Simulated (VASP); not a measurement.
Ta2N:

```
Ta N
1.0
     4.34944    0.00000    0.00000
     0.00000    5.30846    0.00000
     0.00000    0.00000    3.31390
Ta N
4 2
Direct
  0.20040 0.37870 0.00000
  0.79960 0.62130 0.00000
  0.70040 0.12130 0.50000
  0.29960 0.87870 0.50000
  0.00000 0.00000 0.00000
  0.50000 0.50000 0.50000
```

```yaml
Program: VASP 6.6.1
Task: relaxation of cell and atoms
Functional: PBE
Potentials_or_basis: VASP PAW PBE potentials, release 64 (Ta_pv, N)
Cutoff: 600 eV
k_mesh: 4 × 4 × 6
Occupations: gaussian, width 0.1 eV
Spin: no spin polarisation
```

At the start: pressure 31.8 GPa; volume 12.75 Å³/atom.

Q: How do energy, volume and symmetry change on relaxing?

A: Over 18 steps the energy falls by 1072.5 meV/atom and the volume is 13.46 Å³/atom (+5.6 %); space group Pnnm (No. 58, to 0.05 Å).

The path:
```csv
step,energy change (eV),largest force (eV/Å),pressure (GPa),volume (Å³)
1,0.0000,10.6429,31.75,76.51
2,-2.2100,0.4450,-36.48,105.56
3,-5.5914,0.5928,-20.49,89.12
4,-5.6734,0.6293,-18.40,88.08
5,-5.7239,0.8500,-13.42,86.00
6,-5.7280,0.7857,-14.44,86.39
7,-5.7476,1.1678,30.09,74.40
8,-6.2436,0.8053,4.16,80.09
9,-6.3841,0.3178,-1.41,81.34
10,-6.3896,0.3239,-3.76,81.95
11,-6.3910,0.3143,-3.02,81.75
12,-6.4131,0.2393,3.70,79.75
13,-6.4166,0.2885,1.87,80.26
14,-6.4315,0.0685,1.25,80.39
15,-6.4321,0.0312,1.31,80.37
16,-6.4310,0.0478,-2.09,81.35
17,-6.4344,0.0371,-0.23,80.81
18,-6.4353,0.0191,-0.06,80.77
```

Final structure:
```cif
data_structure
_symmetry_space_group_name_H-M 'P 1'
_symmetry_Int_Tables_number 1
_cell_length_a 4.9799
_cell_length_b 5.4342
_cell_length_c 2.9846
_cell_angle_alpha 90.000
_cell_angle_beta 90.000
_cell_angle_gamma 90.000
_cell_volume 80.77
loop_
_atom_site_label
_atom_site_type_symbol
_atom_site_fract_x
_atom_site_fract_y
_atom_site_fract_z
_atom_site_occupancy
Ta1 Ta 0.23594 0.33316 0.00000 1
Ta2 Ta 0.76406 0.66684 0.00000 1
Ta3 Ta 0.73594 0.16684 0.50000 1
Ta4 Ta 0.26406 0.83316 0.50000 1
N1 N 0.00000 0.00000 0.00000 1
N2 N 0.50000 0.50000 0.50000 1
```

Caveat: the k points lie up to 0.35 Å⁻¹ apart in the final cell.
